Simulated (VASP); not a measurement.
# SnO2 (P1) in VASP: a series of runs, part 3 of 3

VASP 6.6.1. The steps go on from the part before.

## (4) Single point, PBE

Contents of INCAR:

```
SYSTEM = SnO2
PREC = Accurate
ENCUT = 520
EDIFF = 1E-7
ISMEAR = -1
SIGMA = 0.112
LREAL = Auto
LASPH = .TRUE.
NELM = 60
ALGO = Normal
ISIF = 2
LWAVE = .FALSE.
LCHARG = .TRUE.
GGA = PE
LELF = .TRUE.
LVHAR = .TRUE.
NBANDS = 122
```

Contents of KPOINTS:

```
regular mesh
0
G
  2 2 2
  0 0 0
```

Contents of POSCAR:

```
SnO2
1.0
    0.0000000000      5.0669339408      5.0669339408
    5.0669339408      0.0000000000      5.0669339408
    5.0669339408      5.0669339408      0.0000000000
Sn O
8 16
Direct
   -0.0132313744      0.0247807651      0.0049036558
    0.0016620505     -0.0185126747      0.5111707653
    0.0075566408      0.4913859208      0.0038703879
    0.0051882460      0.5124725387      0.4844267813
    0.5127839696      0.0002156136     -0.0041507350
    0.5030659625     -0.0239568941      0.5001959823
    0.4830802076      0.5360321511     -0.0015148214
    0.5115456468      0.4830197174      0.4844953632
    0.1664148398      0.1091820036      0.1554468657
    0.4045707965      0.3598593393      0.3245987651
    0.1330850190      0.1528922637      0.6067290468
    0.3673129592      0.4137098538      0.8899106546
    0.0744860707      0.6551417561      0.1442519300
    0.3599892008      0.8236129677      0.4797837368
    0.1320227396      0.5726898227      0.6330703217
    0.3403904650      0.8800564705      0.8732357776
    0.6534517795      0.0884426372      0.0938982046
    0.8625892011      0.3644400187      0.3612613706
    0.5698589194      0.1215528971      0.6545829369
    0.8684470829      0.3519629466      0.9440699358
    0.5737187486      0.6645756663      0.1444044877
    0.8679616808      0.9292997610      0.3624356507
    0.6630597595      0.6144206805      0.6284857938
    0.8761885495      0.8578192553      0.8270237088
```

Potentials or basis: VASP PAW PBE potentials, release 64 (Sn_d, O).

The run is started by

```bash
cat potpaw_PBE.64/Sn_d/POTCAR potpaw_PBE.64/O/POTCAR > POTCAR
mpirun -np 1 vasp_std > vasp.out
```

OUTCAR:

```text
SYSTEM = SnO2
   PREC = Accurate
   ENCUT = 520
   EDIFF = 1E-7
   ISMEAR = -1
   LREAL = Auto
   LASPH = .TRUE.
   NELM = 60
   ISIF = 2
   GGA = PE

 ion  position               nearest neighbor table
   1  0.987  0.025  0.005-  20 1.94  17 2.00  16 2.08  22 2.10  13 2.17  11 2.33   9 2.45  24 2.68
                             3 3.42   5 3.52   6 3.52   7 3.53   2 3.54   4 3.56   4 3.62   7 3.64
   2  0.002  0.981  0.511-  24 1.86  22 1.99   9 2.11  14 2.17  18 2.25  11 2.35  15 2.40  19 2.53
                             4 3.45   5 3.49   3 3.52   1 3.54   6 3.54   8 3.56   8 3.62   6 3.63
   3  0.008  0.491  0.004-  20 2.01  18 2.10  12 2.13  24 2.19  15 2.19  13 2.20   9 2.26  21 2.55
                             1 3.42   8 3.50   4 3.51   2 3.52   7 3.56   5 3.57   5 3.60   7 3.63
   4  0.005  0.512  0.484-  15 1.99  13 2.01  23 2.01  11 2.10  10 2.35  18 2.42  22 2.44  20 2.69
                             2 3.45   7 3.46   6 3.47   3 3.51   8 3.53   1 3.56   1 3.62   8 3.65
   5  0.513  0.000  0.996-  17 1.92  21 1.99  19 2.03   9 2.05  24 2.17  12 2.43  16 2.44  14 2.83
                             7 3.43   2 3.49   6 3.50   1 3.52   8 3.57   3 3.57   3 3.60   8 3.61
   6  0.503  0.976  0.500-  14 1.92  23 2.14  19 2.17  22 2.19  11 2.19  16 2.20  10 2.27  17 2.38
                             7 3.38   4 3.47   5 3.50   1 3.52   2 3.54   8 3.56   8 3.61   2 3.63
   7  0.483  0.536  0.998-  10 1.95  16 2.03  12 2.03  21 2.15  23 2.20  20 2.30  13 2.39  17 2.64
                             6 3.38   8 3.41   5 3.43   4 3.46   1 3.53   3 3.56   3 3.63   1 3.64
   8  0.512  0.483  0.484-  21 2.04  18 2.05  14 2.11  19 2.15  15 2.23  10 2.29  12 2.41  23 2.50
                             7 3.41   3 3.50   4 3.53   2 3.56   6 3.56   5 3.57   6 3.61   5 3.61
   9  0.166  0.109  0.155-   5 2.05   2 2.11   3 2.26   1 2.45
  10  0.405  0.360  0.325-   7 1.95   6 2.27   8 2.29   4 2.35
  11  0.133  0.153  0.607-   4 2.10   6 2.19   1 2.33   2 2.35
  12  0.367  0.414  0.890-   7 2.03   3 2.13   8 2.41   5 2.43
  13  0.074  0.655  0.144-   4 2.01   1 2.17   3 2.20   7 2.39
  14  0.360  0.824  0.480-   6 1.92   8 2.11   2 2.17   5 2.83
[... 8 lines left out ...]
  23  0.663  0.614  0.628-   4 2.01   6 2.14   7 2.20   8 2.50
  24  0.876  0.858  0.827-   2 1.86   5 2.17   3 2.19   1 2.68

  LATTYP: Found a face centered cubic cell.
 ALAT       =    10.1338678816

  Lattice vectors:

 A1 = (   0.0000000000,   5.0669339408,   5.0669339408)
 A2 = (   5.0669339408,   0.0000000000,   5.0669339408)
 A3 = (   5.0669339408,   5.0669339408,   0.0000000000)

Analysis of symmetry for initial positions (statically):
=====================================================================
 Subroutine PRICEL returns:
 Original cell was already a primitive cell.

 Routine SETGRP: Setting up the symmetry group for a
 face centered cubic supercell.

 Subroutine GETGRP returns: Found  1 space group operations
 (whereof  1 operations were pure point group operations)
 out of a pool of 48 trial point group operations.

The static configuration has the point symmetry C_1 .

Analysis of symmetry for dynamics (positions and initial velocities):
=====================================================================
 Subroutine PRICEL returns:
 Original cell was already a primitive cell.

 Routine SETGRP: Setting up the symmetry group for a
 face centered cubic supercell.

 Subroutine GETGRP returns: Found  1 space group operations
 (whereof  1 operations were pure point group operations)
 out of a pool of 48 trial point group operations.

The dynamic configuration has the point symmetry C_1 .

 Subroutine INISYM returns: Found  1 space group operations
 (whereof  1 operations are pure point group operations),
 and found     1 'primitive' translations

[... 108 lines left out ...]
   ions per type =               8  16
   NGX,Y,Z   is equivalent  to a cutoff of  12.53, 12.53, 12.53 a.u.
   NGXF,Y,Z  is equivalent  to a cutoff of  25.06, 25.06, 25.06 a.u.
 SYSTEM =  SnO2
   PREC   = accura    normal or accurate (medium, high low for compatibility)
   ISTART =      0    job   : 0-new  1-cont  2-samecut
   ICHARG =      2    charge: 1-file 2-atom 10-const
   ISPIN  =      1    spin polarized calculation?
   LNONCOLLINEAR =      F non collinear calculations
   LSORBIT =      F    spin-orbit coupling
   LASPH  =      T    aspherical Exc in radial PAW
   ENCUT  =  520.0 eV  38.22 Ry    6.18 a.u.  13.32 13.32 13.32*2*pi/ulx,y,z
   NELM   =     60;   NELMIN=  2; NELMDL= -5     # of ELM steps
   EDIFF  = 0.1E-06   stopping-criterion for ELM
   LREAL  =      T    real-space projection
   EDIFFG = 0.1E-05   stopping-criterion for IOM
   NSW    =      0    number of steps for IOM
   IBRION =     -1    ionic relax: 0-MD 1-quasi-New 2-CG
   NFREE  =      0    steps in history (QN), initial steepest desc. (CG)
   ISIF   =      2    stress and relaxation
   ISYM   =      2    0-nonsym 1-usesym 2-fastsym
   POTIM  = 0.5000    time-step for ionic-motion
   TEBEG  =    0.0;   TEEND  =   0.0 temperature during run
   PSTRESS=    0.0 pullay stress
   NELECT =     208.0000    total number of electrons
   NUPDOWN=      -1.0000    fix difference up-down
   EMIN   =  10.00;   EMAX   =-10.00  energy-range for DOS
   EFERMI =   0.00;   METHOD = LEGACY
   ISMEAR =    -1;   SIGMA  =   0.11  broadening in eV -4-tet -1-fermi 0-gaus
   EFERMI_NEDOS =   21; number of points for ismear=-14 and -15
   IALGO  =     38    algorithm
   IMIX   =      4    mixing-type and parameters
     AMIX     =   0.40;   BMIX     =  1.00
     AMIX_MAG =   1.60;   BMIX_MAG =  1.00
  volume/ion in A,a.u.               =      10.84        73.16
  Fermi-wavevector in a.u.,A,eV,Ry     =   1.519407  2.871262 31.410365  2.308597
  Thomas-Fermi vector in A             =   2.628397
   LORBIT       =      0    0 simple, 1 ext, 2 COOP (PROOUT), +10 PAW based schemes
   GGA     = PE    functional components
   LHFCALC =     F    Hartree Fock is set to
   AEXX    =    0.0000 exact exchange contribution
   IVDW    =     0    specifies the selected vdW correction
   LEPSILON=     F    determine dielectric tensor
   LRPA    =     F    only Hartree local field effects (RPA)
 non-spin polarized calculation
  energy-cutoff  :      520.00
  volume of cell :      260.18
 maximum number of plane-waves:      7046
 NGX is ok and might be reduce to    54
   NGX = 27   NGY = 27   NGZ = 27

 number of electron     207.9999997 magnetization

 Free energy of the ion-electron system (eV)
  ---------------------------------------------------
  ext. energy  EPLUGINS =         0.00000000
  ---------------------------------------------------
  free energy    TOTEN  =      -141.40500739 eV

  energy without entropy =     -141.38407767  energy(sigma->0) =     -141.39454253

 E-fermi :   8.1827     XC(G=0): -11.9218

 val. band max:        7.6515989635   @ k =   0.5000   0.0000   0.5000
 cond. band min:       8.4710805455   @ k =   0.0000   0.0000   0.0000
 fundamental gap:      0.8194815820
 Fermi energy:         8.1827139004

 k-point     1 :       0.0000    0.0000    0.0000
  band No.  band energies     occupation
      1     -13.4546      2.00000
      2     -13.3957      2.00000
      3     -13.3360      2.00000
      4     -13.2576      2.00000
      5     -13.2527      2.00000
      6     -13.2118      2.00000
[... 941 lines left out ...]
    115      15.2526      0.00000
    116      15.6424      0.00000
 [bands above 116 left out]

------------------------ aborting loop because EDIFF is reached ----------------------------------------

  FORCE on cell =-STRESS in cart. coord.  units (eV):
  Direction    XX          YY          ZZ          XY          YZ          ZX
  --------------------------------------------------------------------------------------
  -------------------------------------------------------------------------------------
  Total       29.7480878     27.9968993     31.6225052      5.2452148      0.0155636      1.5645036
  in kB      183.1909078    172.4069606    194.7337077     32.3004174      0.0958417      9.6343282
  external PRESSURE =     183.4438587 kB  Pullay stress =       0.0000000 kB

 VOLUME and BASIS-vectors are now :
 -----------------------------------------------------------------------------
  energy-cutoff  :      520.00
  volume of cell :      260.18
      direct lattice vectors                 reciprocal lattice vectors
     0.000000000  5.066933941  5.066933941    -0.098679005  0.098679005  0.098679005
     5.066933941  0.000000000  5.066933941     0.098679005 -0.098679005  0.098679005
     5.066933941  5.066933941  0.000000000     0.098679005  0.098679005 -0.098679005

 POSITION                                       TOTAL-FORCE (eV/Angst)
 -----------------------------------------------------------------------------------
      0.15041      5.02474      5.12545        -2.234188      1.402999      0.057998
      7.56320      2.59849      4.98155        -0.968754     -0.713578      3.901508
      2.50943      0.05790      2.52811         0.094157      0.787492      1.202814
      5.05122      2.48085      2.62295        -1.263163      0.803296     -1.013858
      5.04699      7.64414      2.59933         0.069279     -2.269606     -0.411613
      7.48001      5.08346      7.49455         2.194209      0.222581      2.371745
[... 16 lines left out ...]
      6.29772      6.54418      6.47291        -0.046334      1.196114      0.508587
      8.53699      8.63006      8.78610         1.528683      2.536455     -1.954836
 -----------------------------------------------------------------------------------
    total drift:                               -0.003524      0.015692      0.006761

  FREE ENERGIE OF THE ION-ELECTRON SYSTEM (eV)
  ---------------------------------------------------
  free  energy   TOTEN  =      -141.4050073905 eV

  energy  without entropy=     -141.3840776730  energy(sigma->0) =     -141.39454253
```

It took 11 min on 1 thread of Intel Xeon Platinum 8259CL at 2.50GHz (Skylake/Cascade Lake), shared host; peak memory 0.47 GiB.

What came out:

```yaml
Free_energy: -141.4050 eV
Pressure: 18.3 GPa
Largest_force: 4.083 eV/Å
Band_gap_on_the_k_mesh: 0.82 eV, indirect (least direct gap 0.84 eV)
```

Forces on the atoms (eV/Å):
```
Sn  -2.234  1.403  0.058
Sn  -0.969 -0.714  3.902
Sn   0.094  0.787  1.203
Sn  -1.263  0.803 -1.014
Sn   0.069 -2.270 -0.412
Sn   2.194  0.223  2.372
Sn  -1.703 -0.185  0.343
Sn   1.501  0.459 -1.879
O   -1.142  0.194  0.701
O    0.631  1.108 -0.563
O    1.583 -1.277 -1.187
O   -1.025 -0.792 -0.261
O    0.003 -0.609 -0.290
O   -1.247 -1.732 -1.551
O   -0.971 -0.074  1.011
O   -0.260  0.375 -0.236
O    1.091  0.857 -0.777
O    0.659  0.257 -0.862
O    0.827 -0.702  1.352
O    1.501 -1.635  0.063
O   -0.608  0.018  0.684
O   -0.213 -0.229 -1.209
O   -0.046  1.196  0.509
O    1.529  2.536 -1.955
```

Caveat: the k points lie up to 0.54 Å⁻¹ apart; spin-orbit coupling is left out, which moves the levels of the heavy elements; forces of over 1 eV/Å act on the atoms, so gaps and moduli don't describe the material at rest.
